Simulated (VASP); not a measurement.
Crystal: Hf2ZrC3.

```
Zr Hf C
1.0
     2.91624   -5.05106    0.00000
     2.91624    5.05106    0.00000
    -1.94404    0.00000    5.49895
Zr Hf C
2 4 6
Direct
  0.83330 0.16670 0.00000
  0.16670 0.83330 0.00000
  0.50000 0.50000 0.00000
  0.00000 0.00000 0.50000
  0.33330 0.66670 0.50000
  0.66670 0.33330 0.50000
  0.25000 0.25000 0.25000
  0.75000 0.75000 0.75000
  0.41670 0.08330 0.75000
  0.91670 0.58330 0.25000
  0.58330 0.91670 0.25000
  0.08330 0.41670 0.75000
```

```yaml
Program: VASP 6.6.1
Task: relaxation of cell and atoms
Functional: PBE
Potentials_or_basis: VASP PAW PBE potentials, release 64 (Zr_sv, Hf_pv, C)
Cutoff: 600 eV
k_mesh: 4 × 4 × 3
Occupations: gaussian, width 0.2 eV
Spin: no spin polarisation
```

At the start: pressure -12.6 GPa; volume 13.50 Å³/atom.

Task: Where does the relaxation end?

Result: Over 6 steps the energy falls by 34.3 meV/atom and the volume is 12.68 Å³/atom (-6.0 %); space group C2/m (No. 12, to 0.05 Å).

The path:
| step | energy change (eV) | largest force (eV/Å) | pressure (GPa) | volume (Å³) |
| --- | --- | --- | --- | --- |
| 1 | 0.0000 | 0.2959 | -12.59 | 162.00 |
| 2 | 0.6936 | 0.0385 | 27.42 | 138.38 |
| 3 | -0.4047 | 0.2236 | -0.26 | 152.58 |
| 4 | -0.4050 | 0.2213 | 0.09 | 152.35 |
| 5 | -0.4049 | 0.2193 | 0.38 | 152.16 |
| 6 | -0.4121 | 0.0378 | 0.32 | 152.21 |

Final structure:
```
CELL_PARAMETERS angstrom
2.85732 -4.94886 -0.00143
2.85732 4.94886 -0.00143
-1.90746 0.00000 5.38285
ATOMIC_POSITIONS crystal
Zr 0.83340 0.16660 0.00000
Zr 0.16660 0.83340 0.00000
Hf 0.50000 0.50000 0.00000
Hf 0.00000 0.00000 0.50000
Hf 0.33327 0.66673 0.50000
Hf 0.66673 0.33327 0.50000
C 0.25219 0.25219 0.25210
C 0.74781 0.74781 0.74790
C 0.41593 0.08406 0.74777
C 0.91594 0.58407 0.25223
C 0.58407 0.91594 0.25223
C 0.08406 0.41593 0.74777
```

Caveat: the k points lie up to 0.39 Å⁻¹ apart in the final cell; the relaxation stopped at a loose force limit of 0.08 eV/Å, so its end isn't a converged minimum.
